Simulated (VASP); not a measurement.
# GaN (Cmc2_1) in VASP: single point with PBE

Aim: the single point of GaN with PBE.

Everything below comes from runs of VASP 6.6.1. Logs are shortened: lines on timing, memory, paths and dates and some standing lists are left out, and cuts for length are marked.

**1. The cell of the first run**

Symmetry: Cmc2_1, No. 36, orthorhombic system. The conventional cell has a = 3.208 Å, b = 5.490 Å, c = 5.185 Å, α = 90.00°, β = 90.00°, γ = 90.00°. Within 2.6 Å of Ga (site symmetry m) lie 4 N at 1.95 Å. N (site symmetry m) has 4 Ga at 1.95 Å within 2.6 Å.

**2. Single point, PBE**

File INCAR:

```
ALGO = Normal
EDIFF = 1E-6
ENCUT = 520
GGA = PE
ISIF = 2
ISMEAR = 0
LASPH = True
LCHARG = True
LELF = True
LREAL = False
LVHAR = True
LWAVE = False
NBANDS = 26
NELM = 100
PREC = Accurate
SIGMA = 0.05
```

File KPOINTS:

```
k-points
0
Gamma
  8 8 5
```

File POSCAR:

```
GaN
1.0
    3.2081340000      0.0000000000      0.0000000000
   -1.6040670000      2.7451844800      0.0000000000
    0.0000000000      0.0000000000      5.1850000000
Ga N
2 2
Direct
    0.3329480316      0.6658960632      0.0000105626
    0.6670519684      0.3341039368      0.5000105626
    0.3321392419      0.6642784838      0.3769894374
    0.6678607581      0.3357215162      0.8769894374
```

Potentials or basis: VASP PAW PBE potentials, release 64 (Ga_d, N).

Launch:

```
cat potpaw_PBE.64/Ga_d/POTCAR potpaw_PBE.64/N/POTCAR > POTCAR
mpirun -np 1 vasp_std > vasp.out
```

OUTCAR:

```text
EDIFF = 1E-6
   ENCUT = 520
   GGA = PE
   ISIF = 2
   ISMEAR = 0
   LASPH = True
   LREAL = False
   NELM = 100
   PREC = Accurate

 ion  position               nearest neighbor table
   1  0.333  0.666  0.000-   4 1.95   4 1.95   4 1.95   3 1.95
   2  0.667  0.334  0.500-   3 1.95   3 1.95   3 1.95   4 1.95
   3  0.332  0.664  0.377-   2 1.95   2 1.95   2 1.95   1 1.95
   4  0.668  0.336  0.877-   1 1.95   1 1.95   1 1.95   2 1.95

  Warning from LATTYP: Monoclinic adjustment (A1->A3, A2->A1, A3->A2)!
  LATTYP: Found a base centered orthorhombic cell.
 ALAT       =     3.2081340000
 B/A-ratio  =     1.7113901601
 C/A-ratio  =     1.6162043107

  Lattice vectors:

 A1 = (   1.6040670000,  -2.7451844800,   0.0000000000)
 A2 = (   1.6040670000,   2.7451844800,   0.0000000000)
 A3 = (   0.0000000000,   0.0000000000,   5.1850000000)

Analysis of symmetry for initial positions (statically):
=====================================================================
 Subroutine PRICEL returns:
 Original cell was already a primitive cell.

 Routine SETGRP: Setting up the symmetry group for a
 base centered orthorhombic supercell.

 Subroutine GETGRP returns: Found  4 space group operations
 (whereof  2 operations were pure point group operations)
 out of a pool of  8 trial point group operations.

The static configuration has the point symmetry C_1h.
 The point group associated with its full space group is C_2v.

Analysis of symmetry for dynamics (positions and initial velocities):
=====================================================================
 Subroutine PRICEL returns:
 Original cell was already a primitive cell.

 Routine SETGRP: Setting up the symmetry group for a
 base centered orthorhombic supercell.

 Subroutine GETGRP returns: Found  4 space group operations
 (whereof  2 operations were pure point group operations)
 out of a pool of  8 trial point group operations.

The dynamic configuration has the point symmetry C_1h.
 The point group associated with its full space group is C_2v.

 Subroutine INISYM returns: Found  4 space group operations
 (whereof  2 operations are pure point group operations),
 and found     1 'primitive' translations

----------------------------------------------------------------------------------------

                                     Primitive cell

  volume of cell :      45.6639

  direct lattice vectors                    reciprocal lattice vectors
     3.208134000  0.000000000  0.000000000     0.311707678  0.182137122  0.000000000
    -1.604067000  2.745184480  0.000000000     0.000000000  0.364274244  0.000000000
     0.000000000  0.000000000  5.185000000     0.000000000  0.000000000  0.192864031

  length of vectors
     3.208134000  3.179476179  5.185000000     0.361020232  0.364274244  0.192864031

  position of ions in fractional coordinates (direct lattice)
     0.332948032  0.665896063  0.000010563
     0.667051968  0.334103937  0.500010563
     0.332139242  0.664278484  0.376989437
     0.667860758  0.335721516  0.876989437

  ion indices of the primitive-cell ions
   primitive index   ion index
                 1           1
                 2           2
                 3           3
                 4           4

----------------------------------------------------------------------------------------

 KPOINTS: k-points

Automatic generation of k-mesh.
 Grid dimensions read from file:
 generate k-points for:    8    8    5

 Generating k-lattice:

  Cartesian coordinates                     Fractional coordinates (reciprocal lattice)
     0.038963460  0.022767140  0.000000000     0.125000000  0.000000000  0.000000000
     0.000000000  0.045534280  0.000000000     0.000000000  0.125000000  0.000000000
     0.000000000  0.000000000  0.038572806     0.000000000  0.000000000  0.200000000

  Length of vectors
     0.045127529  0.045534280  0.038572806

  Shift w.r.t. Gamma in fractional coordinates (k-lattice)
     0.000000000  0.000000000  0.000000000

 Subroutine IBZKPT returns following result:
 ===========================================

 Found     63 irreducible k-points:

 Following reciprocal coordinates:
            Coordinates               Weight
  0.000000  0.000000  0.000000      1.000000
  0.125000 -0.000000  0.000000      4.000000
  0.250000 -0.000000  0.000000      4.000000
  0.375000  0.000000  0.000000      4.000000
  0.500000 -0.000000  0.000000      2.000000
  0.000000  0.125000  0.000000      2.000000
[... 16 lines left out ...]
  0.125000 -0.000000  0.200000      8.000000
  0.250000 -0.000000  0.200000      8.000000
 [... further k-points ...]
   k-points           NKPTS =     63   k-points in BZ     NKDIM =     63   number of bands    NBANDS=     26
   number of dos      NEDOS =    301   number of ions     NIONS =      4
   total plane-waves  NPLWV =  23040
   dimension x,y,z NGX =    24 NGY =   24 NGZ =   40
   dimension x,y,z NGXF=    48 NGYF=   48 NGZF=   80
   ions per type =               2   2
   NGX,Y,Z   is equivalent  to a cutoff of  12.44, 12.55, 12.83 a.u.
   NGXF,Y,Z  is equivalent  to a cutoff of  24.87, 25.10, 25.65 a.u.
 SYSTEM =  unknown system
   PREC   = accura    normal or accurate (medium, high low for compatibility)
   ISTART =      0    job   : 0-new  1-cont  2-samecut
   ICHARG =      2    charge: 1-file 2-atom 10-const
   ISPIN  =      1    spin polarized calculation?
   LNONCOLLINEAR =      F non collinear calculations
   LSORBIT =      F    spin-orbit coupling
   LASPH  =      T    aspherical Exc in radial PAW
   ENCUT  =  520.0 eV  38.22 Ry    6.18 a.u.   5.97  5.91  9.64*2*pi/ulx,y,z
   NELM   =    100;   NELMIN=  2; NELMDL= -5     # of ELM steps
   EDIFF  = 0.1E-05   stopping-criterion for ELM
   LREAL  =      F    real-space projection
   EDIFFG = 0.1E-04   stopping-criterion for IOM
   NSW    =      0    number of steps for IOM
   IBRION =     -1    ionic relax: 0-MD 1-quasi-New 2-CG
   NFREE  =      0    steps in history (QN), initial steepest desc. (CG)
   ISIF   =      2    stress and relaxation
   ISYM   =      2    0-nonsym 1-usesym 2-fastsym
   POTIM  = 0.5000    time-step for ionic-motion
   TEBEG  =    0.0;   TEEND  =   0.0 temperature during run
   PSTRESS=    0.0 pullay stress
   NELECT =      36.0000    total number of electrons
   NUPDOWN=      -1.0000    fix difference up-down
   EMIN   =  10.00;   EMAX   =-10.00  energy-range for DOS
   EFERMI =   0.00;   METHOD = LEGACY
   ISMEAR =     0;   SIGMA  =   0.05  broadening in eV -4-tet -1-fermi 0-gaus
   EFERMI_NEDOS =   21; number of points for ismear=-14 and -15
   IALGO  =     38    algorithm
   IMIX   =      4    mixing-type and parameters
     AMIX     =   0.40;   BMIX     =  1.00
     AMIX_MAG =   1.60;   BMIX_MAG =  1.00
  volume/ion in A,a.u.               =      11.42        77.04
  Fermi-wavevector in a.u.,A,eV,Ry     =   1.512347  2.857921 31.119149  2.287193
  Thomas-Fermi vector in A             =   2.622283
   LORBIT       =      0    0 simple, 1 ext, 2 COOP (PROOUT), +10 PAW based schemes
   GGA     = PE    functional components
   LHFCALC =     F    Hartree Fock is set to
   AEXX    =    0.0000 exact exchange contribution
   IVDW    =     0    specifies the selected vdW correction
   LEPSILON=     F    determine dielectric tensor
   LRPA    =     F    only Hartree local field effects (RPA)
 non-spin polarized calculation
 Gauss-broadening in eV      SIGMA  =   0.05
  energy-cutoff  :      520.00
  volume of cell :       45.66
 maximum number of plane-waves:      1248
   NGX = 11   NGY = 11   NGZ = 19

 number of electron      35.9999985 magnetization

 Free energy of the ion-electron system (eV)
  ---------------------------------------------------
  ext. energy  EPLUGINS =         0.00000000
  ---------------------------------------------------
  free energy    TOTEN  =       -24.30113962 eV

  energy without entropy =      -24.30113962  energy(sigma->0) =      -24.30113962

 E-fermi :   5.6345     XC(G=0): -11.6722

 val. band max:        5.3555954145   @ k =   0.0000   0.0000   0.0000
 cond. band min:       7.2409215467   @ k =   0.0000   0.0000   0.0000
 fundamental gap:      1.8853261322
 Fermi energy:         5.6344796267

 k-point     1 :       0.0000    0.0000    0.0000
  band No.  band energies     occupation
      1     -10.6588      2.00000
      2      -9.7361      2.00000
      3      -8.1141      2.00000
      4      -8.1037      2.00000
      5      -8.0943      2.00000
      6      -8.0417      2.00000
[... 18 lines left out ...]
     25      16.9866      0.00000
     26      17.0656      0.00000

 k-point     2 :       0.1250   -0.0000    0.0000
  band No.  band energies     occupation
      1     -10.5098      2.00000
      2      -9.6986      2.00000
      3      -8.0984      2.00000
      4      -8.0760      2.00000
      5      -8.0517      2.00000
      6      -8.0199      2.00000
[... 18 lines left out ...]
     25      16.5682      0.00000
     26      17.3695      0.00000

 k-point     3 :       0.2500   -0.0000    0.0000
  band No.  band energies     occupation
      1     -10.1589      2.00000
      2      -9.6266      2.00000
      3      -8.0609      2.00000
      4      -8.0386      2.00000
      5      -7.9740      2.00000
      6      -7.9347      2.00000
[... 18 lines left out ...]
     25      16.7368      0.00000
     26      18.0530      0.00000

 k-point     4 :       0.3750    0.0000    0.0000
  band No.  band energies     occupation
      1      -9.8527      2.00000
      2      -9.5804      2.00000
      3      -8.0470      2.00000
      4      -8.0243      2.00000
      5      -7.9368      2.00000
      6      -7.8818      2.00000
[... 18 lines left out ...]
     25      17.1855      0.00000
     26      18.7866      0.00000

 k-point     5 :       0.5000   -0.0000    0.0000
  band No.  band energies     occupation
      1      -9.7485      2.00000
      2      -9.5690      2.00000
      3      -8.0501      2.00000
      4      -8.0238      2.00000
      5      -7.9278      2.00000
      6      -7.8857      2.00000
[... 18 lines left out ...]
     25      17.7363      0.00000
     26      18.6614      0.00000

 k-point     6 :       0.0000    0.1250    0.0000
  band No.  band energies     occupation
      1     -10.5073      2.00000
      2      -9.6978      2.00000
      3      -8.0959      2.00000
      4      -8.0817      2.00000
      5      -8.0473      2.00000
      6      -8.0142      2.00000
[... 427 lines left out ...]
 k-point    21 :       0.0000    0.5000    0.0000
  band No.  band energies     occupation
      1      -9.7447      2.00000
      2      -9.5677      2.00000
      3      -8.0489      2.00000
      4      -8.0284      2.00000
      5      -7.9294      2.00000
      6      -7.8878      2.00000
[... 18 lines left out ...]
     25      17.8132      0.00000
     26      18.6242      0.00000

 k-point    22 :       0.0000    0.0000    0.2000
  band No.  band energies     occupation
      1     -10.5434      2.00000
      2      -9.7827      2.00000
      3      -8.1014      2.00000
      4      -8.0922      2.00000
      5      -8.0806      2.00000
      6      -8.0510      2.00000
[... 18 lines left out ...]
     25      16.6310      0.00000
     26      16.7254      0.00000

 k-point    23 :       0.1250   -0.0000    0.2000
  band No.  band energies     occupation
      1     -10.4030      2.00000
      2      -9.7362      2.00000
      3      -8.0904      2.00000
      4      -8.0721      2.00000
      5      -8.0393      2.00000
      6      -8.0194      2.00000
[... 18 lines left out ...]
     25      16.3095      0.00000
     26      17.0518      0.00000

 k-point    24 :       0.2500   -0.0000    0.2000
  band No.  band energies     occupation
      1     -10.0785      2.00000
      2      -9.6456      2.00000
      3      -8.0608      2.00000
      4      -8.0296      2.00000
      5      -7.9925      2.00000
      6      -7.9453      2.00000
[... 18 lines left out ...]
     25      16.3634      0.00000
     26      17.8159      0.00000

 [... further k-points ...]

------------------------ aborting loop because EDIFF is reached ----------------------------------------

  FORCE on cell =-STRESS in cart. coord.  units (eV):
  Direction    XX          YY          ZZ          XY          YZ          ZX
  --------------------------------------------------------------------------------------
  -------------------------------------------------------------------------------------
  Total        1.1520068      1.8715901      1.6810220      0.0000000      0.0000000      0.0000000
  in kB       40.4196778     65.6672042     58.9808707      0.0000000      0.0000000      0.0000000
  external PRESSURE =      55.0225842 kB  Pullay stress =       0.0000000 kB

 VOLUME and BASIS-vectors are now :
 -----------------------------------------------------------------------------
  energy-cutoff  :      520.00
  volume of cell :       45.66
      direct lattice vectors                 reciprocal lattice vectors
     3.208134000  0.000000000  0.000000000     0.311707678  0.182137122  0.000000000
    -1.604067000  2.745184480  0.000000000     0.000000000  0.364274244  0.000000000
     0.000000000  0.000000000  5.185000000     0.000000000  0.000000000  0.192864031

 POSITION                                       TOTAL-FORCE (eV/Angst)
 -----------------------------------------------------------------------------------
     -0.00000      1.82801      0.00005         0.000000      0.001227      0.000339
      1.60407      0.91718      2.59255         0.000000     -0.001227      0.000339
      0.00000      1.82357      1.95469        -0.000000     -0.000821     -0.000339
      1.60407      0.92162      4.54719         0.000000      0.000821     -0.000339
 -----------------------------------------------------------------------------------
    total drift:                               -0.000001     -0.000001     -0.000279

  FREE ENERGIE OF THE ION-ELECTRON SYSTEM (eV)
  ---------------------------------------------------
  free  energy   TOTEN  =       -24.3011396152 eV

  energy  without entropy=      -24.3011396152  energy(sigma->0) =      -24.30113962
```

Wall time 1.8 min (1 thread of AMD EPYC 7R13, shared host); peak memory 0.17 GiB.

What came out:

| Property | Result |
| --- | --- |
| Free energy | -24.3011 eV |
| Pressure | 5.5 GPa |
| Band gap on the k mesh | 1.89 eV |

Caveat: the cell stands under pressure.
